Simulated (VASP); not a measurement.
A run of VASP 6.6.1:

Contents of POSCAR:

```
CaO
1.0
    0.0000000000      2.4776985204      2.6067317416
    2.4776985204      0.0000000000      2.6067317416
    2.4776985204      2.4776985204      0.0000000000
Ca O
1 1
Direct
    0.0000000000      0.0000000000      0.0000000000
    0.2500000000      0.2500000000      0.2500000000
```

INCAR.step1

```
SYSTEM = CaO
PREC = Accurate
ENCUT = 520
ISMEAR = 0
SIGMA = 0.01
LREAL = .False.
LASPH = .True.
NELM = 80
NBANDS = 15
GGA = PE
ALGO = Normal
EDIFF = 1E-4
LWAVE = .True.
LCHARG = .False.
```

Contents of INCAR.step2:

```
SYSTEM = CaO
PREC = Accurate
ENCUT = 520
EDIFF = 1E-7
ISMEAR = 0
SIGMA = 0.01
LREAL = .False.
LASPH = .True.
NELM = 80
ALGO = Normal
ISIF = 2
LWAVE = .False.
LCHARG = .False.
METAGGA = R2SCAN
LMIXTAU = .True.
NBANDS = 15
ISTART = 1
```

Contents of KPOINTS:

```
regular mesh
0
Gamma
  8 8 8
  0 0 0
```

Potentials or basis: VASP PAW PBE potentials, release 64 (Ca_sv, O).

Command:

```sh
$ cat potpaw_PBE.64/Ca_sv/POTCAR potpaw_PBE.64/O/POTCAR > POTCAR
$ cp INCAR.step1 INCAR
$ mpirun -np 1 vasp_std > vasp.out
$ cp INCAR.step2 INCAR
$ mpirun -np 1 vasp_std > vasp.out
```

Hardware: 1 thread of Intel Xeon 8259CL, on a shared host.

How long does it take, and how much memory?

Run time: 2.9 min on 1 thread of Intel Xeon 8259CL (shared host), peak memory 0.18 GiB. Counts: k points 59.
